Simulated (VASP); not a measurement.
A run of VASP 6.6.1 is set up as follows.

Contents of INCAR:

```
ALGO = Normal ; EDIFF = 1E-6
ENCUT = 520 ; GGA = PE
ISIF = 2 ; ISMEAR = 0
LASPH = True ; LCHARG = False
LREAL = False ; LWAVE = False
NBANDS = 26 ; NELM = 80
PREC = Accurate ; SIGMA = 0.027000000000000003
```

KPOINTS

```
k-points
0
Gamma
  9 9 5
```

The input POSCAR:

```
ZnO
1.0
    3.2493080000      0.0000000000      0.0000000000
   -1.6246540000      2.8139832727      0.0000000000
    0.0000000000      0.0000000000      5.2057090000
Zn O
2 2
Direct
    0.6666666667      0.3333333333      0.0000000000
    0.3333333333      0.6666666667      0.5000000000
    0.3333333333      0.6666666667      0.8790100000
    0.6666666667      0.3333333333      0.3790100000
```

Potentials or basis: VASP PAW PBE potentials, release 64 (Zn, O).

The run is started by

```sh
$ cat potpaw_PBE.64/Zn/POTCAR potpaw_PBE.64/O/POTCAR > POTCAR
$ mpirun -np 1 vasp_std > vasp.out
```

Task: What does it give for the largest force?

Result: 0.074 eV/Å.

Task: Predict the band gap on the k mesh.

Result: 0.79 eV, direct.

Task: Estimate the pressure.

Result: 6.0 GPa.

Forces in eV/Å, atoms in the order of the input:
```
Zn   0.000  0.000 -0.074
Zn   0.000  0.000 -0.074
O    0.000  0.000  0.074
O    0.000  0.000  0.074
```
